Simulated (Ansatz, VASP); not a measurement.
ZrB2 in VASP and in Ansatz

INCAR

```
SYSTEM = ZrB2
PREC = Accurate ; ENCUT = 520
EDIFF = 1E-7 ; ISMEAR = 0
SIGMA = 0.015 ; LREAL = .False.
LASPH = .True. ; NELM = 80
ALGO = Normal ; ISIF = 2
LWAVE = .False. ; LCHARG = .False.
GGA = PE ; NBANDS = 16
```

The input KPOINTS:

```
regular mesh
0
Gamma
  10 10 8
  0 0 0
```

File POSCAR:

```
ZrB2
1.0
    3.1700000000      0.0000000000      0.0000000000
   -1.5850000000      2.7453005300      0.0000000000
    0.0000000000      0.0000000000      3.5330000000
Zr B
1 2
Direct
    0.0000000000      0.0000000000      0.0000000000
    0.6666666667      0.3333333333      0.5000000000
    0.3333333333      0.6666666667      0.5000000000
```

The input input.yaml:

```yaml
crystal:
  lattice:
    - [3.17, 0.0, 0.0]
    - [-1.585, 2.74530053, 0.0]
    - [0.0, 0.0, 3.533]
  atoms:
    - { symbol: Zr, position: [0.0, 0.0, 0.0] }
    - { symbol: B, position: [0.6666666667, 0.3333333333, 0.5] }
    - { symbol: B, position: [0.3333333333, 0.6666666667, 0.5] }
kpoints:
  mp_grid: { grid: [10, 10, 8] }
scf:
  occupations: { method: gaussian, width: 0.015 }
hamiltonian:
  xc: pbe
  pseudopotentials: { kind: all_electron, lapw: { basis_error: 0.002 } }
output:
  forces: true
  stress: true
  eigenvalues: true
```

Alike in both runs: task single point; functional PBE; k mesh 10 × 10 × 8; occupations gaussian, width 0.015 eV; no spin polarisation.

|  | VASP | Ansatz |
| --- | --- | --- |
| version | VASP 6.6.1 | Ansatz 0.2.0 |
| potentials or method | VASP PAW PBE potentials, release 64 (Zr_sv, B), cutoff 520 eV | all-electron LAPW, scalar-relativistic |

VASP gave:

* gap on the k mesh at the Fermi level (eV): none
* pressure (GPa): 0.9
* traceless stress, the component that is largest in VASP (GPa): 0.84

**Question.** Estimate Ansatz's values.

**Answer.** gap on the k mesh at the Fermi level (eV): none; pressure (GPa): 0.8; traceless stress, the component that is largest in VASP (GPa): 0.84.

A gap of «none» marks a metal or a gap that the smearing closes. Ansatz ran all-electron here, and VASP with PAW potentials.
